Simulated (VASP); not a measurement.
ZnSe, 2 atoms in the cell. The structure is cubic, space group F-43m (No. 216). Conventional cell: a = 5.518 Å, b = 5.518 Å, c = 5.518 Å, α = 90.00°, β = 90.00°, γ = 90.00°. Zn (site symmetry -43m) has 4 Se at 2.39 Å within 3.2 Å. Se (site symmetry -43m) has 4 Zn at 2.39 Å within 3.2 Å. 

```yaml
Program: VASP 6.6.1
Task: single point
Functional: LDA
Potentials_or_basis: VASP PAW LDA potentials, release 64 (Zn, Se)
Cutoff: 520 eV
k_mesh: 8 × 8 × 8
Occupations: gaussian, width 0.01 eV
Spin: no spin polarisation
Dipole_correction: no
Further_INCAR_settings: ALGO = Normal; EDIFF = 1e-06; NBANDS = 16
```

Potentials or basis: VASP PAW LDA potentials, release 64 (Zn, Se).

Launch:

```bash
$ cat potpaw_LDA.64/Zn/POTCAR potpaw_LDA.64/Se/POTCAR > POTCAR
$ mpirun -np 1 vasp_std > vasp.out
```

Hardware: 1 thread of Intel Xeon 6975P-C (shared host).

**Question.** How long does it take, and how much memory?

**Answer.** It took 18 s on 1 thread of Intel Xeon 6975P-C, on a shared host, peak memory 0.15 GiB. Counts: scf iterations 12, k points 29.
